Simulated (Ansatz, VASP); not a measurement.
## One calculation of PtS2, two programs

POSCAR

```
PtS2
1.0
    0.0000000000      2.9757935506      2.9757935506
    2.9757935506      0.0000000000      2.9757935506
    2.9757935506      2.9757935506      0.0000000000
Pt S
1 2
Direct
    0.0000000000      0.0000000000      0.0000000000
    0.2500000000      0.2500000000      0.2500000000
    0.7500000000      0.7500000000      0.7500000000
```

The input INCAR.step1:

```
PREC = Accurate
ENCUT = 520
EDIFF = 1E-5
ISMEAR = -1
SIGMA = 0.02
LREAL = F
LASPH = T
NELM = 100
ALGO = Normal
ISIF = 2
LWAVE = T
LCHARG = F
NBANDS = 18
GGA = PE
```

File INCAR.step2:

```
PREC = Accurate
ENCUT = 520
EDIFF = 1E-7
ISMEAR = -1
SIGMA = 0.02
LREAL = F
LASPH = T
NELM = 100
ALGO = Normal
ISIF = 2
LWAVE = F
LCHARG = F
GGA = PE
LHFCALC = T
HFSCREEN = 0.2079
PRECFOCK = Normal
NBANDS = 18
ISTART = 1
```

Contents of KPOINTS:

```
Automatic mesh
0
Gamma
  4 4 4
```

Input for Ansatz:

```yaml
crystal:
  lattice:
    - [0.0, 2.9757935506, 2.9757935506]
    - [2.9757935506, 0.0, 2.9757935506]
    - [2.9757935506, 2.9757935506, 0.0]
  atoms:
    - { symbol: Pt, position: [0.0, 0.0, 0.0] }
    - { symbol: S, position: [0.25, 0.25, 0.25] }
    - { symbol: S, position: [0.75, 0.75, 0.75] }
kpoints:
  mp_grid: { grid: [4, 4, 4] }
hamiltonian:
  xc: hse06
scf:
  occupations: { method: fermi_dirac, width: 0.02 }
  n_extra_bands: 4
output:
  forces: true
  stress: true
  eigenvalues: true
  write_density: true
  write_potential: true
  elf: true
  volumetric_format: npy
```

Alike in both runs: task single point; functional HSE06; k mesh 4 × 4 × 4; occupations fermi-dirac, width 0.02 eV; no spin polarisation.

```csv
,VASP,Ansatz
version,VASP 6.6.1,Ansatz 0.2.0
potentials or method,"VASP PAW PBE potentials, release 64 (Pt, S)","plane waves, PAW"
plane-wave cutoff (eV),520,420
valence electrons in the cell,22,30
```

|  | VASP | Ansatz | Ansatz less VASP |
| --- | --- | --- | --- |
| pressure (GPa) | -3.1 | -2.9 | +0.24 |

VASP's potentials hold 22 valence electrons a cell and Ansatz's 30, so a difference there can come from the potentials and not from the codes. Ansatz's warnings: filled band counts differ across k points, stress exchange threshold loose, stress scf threshold loose.

The k mesh is coarse, so the values compare programs but aren't converged. Spin-orbit coupling is off throughout.
